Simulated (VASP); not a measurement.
# Cd: single point with PBE

Cd:

```
Cd
1.0
     2.20775    0.00000    0.00000
     0.00000    2.20775    0.00000
     0.00000    0.00000    2.20775
Cd
1
Direct
  0.00000 0.00000 0.00000
```

This isn't the form of Cd at room conditions, which is hcp.

| Property | Result |
| --- | --- |
| Program | VASP 6.6.1 |
| Task | single point |
| Functional | PBE |
| Potentials or basis | VASP PAW PBE potentials, release 64 (Cd) |
| Cutoff | 520 eV |
| k mesh | 14 × 14 × 14 |
| Occupations | fermi-dirac, width 0.08 eV |
| Spin | no spin polarisation |

| Item | Value |
| --- | --- |
| Pressure | 361.2 GPa |
| Band gap on the k mesh | zero (bands 6 and 7 overlap by 7.59 eV) |

Levels at points of the mesh, in eV from the Fermi level:
| k point | band 2 | band 3 | band 4 | band 5 | band 6 | band 7 | band 8 | band 9 | band 10 | band 11 |
| --- | --- | --- | --- | --- | --- | --- | --- | --- | --- | --- |
| (0.00, 0.00, 0.00) | -17.38 | -16.63 | -10.29 | -10.29 | -10.29 | 15.24 | 15.24 | 15.24 | 22.55 | 22.55 |
| (0.50, 0.00, 0.00) | -15.27 | -12.73 | -12.73 | -10.06 | -7.97 | -1.29 | 17.12 | 22.25 | 24.51 | 24.51 |
| (0.50, 0.50, 0.00) | -15.31 | -12.28 | -12.28 | -8.45 | -0.33 | -0.33 | 7.91 | 9.76 | 26.03 | 26.03 |
| (0.50, 0.50, 0.50) | -16.27 | -16.27 | -8.29 | -8.29 | 6.07 | 8.54 | 8.54 | 8.54 | 15.52 | 15.52 |

Wall time 7 s on 1 thread of AMD EPYC 7R13 Processor (Zen 3) (shared host), peak memory 0.09 GiB.

Caveat: the cell stands under pressure.
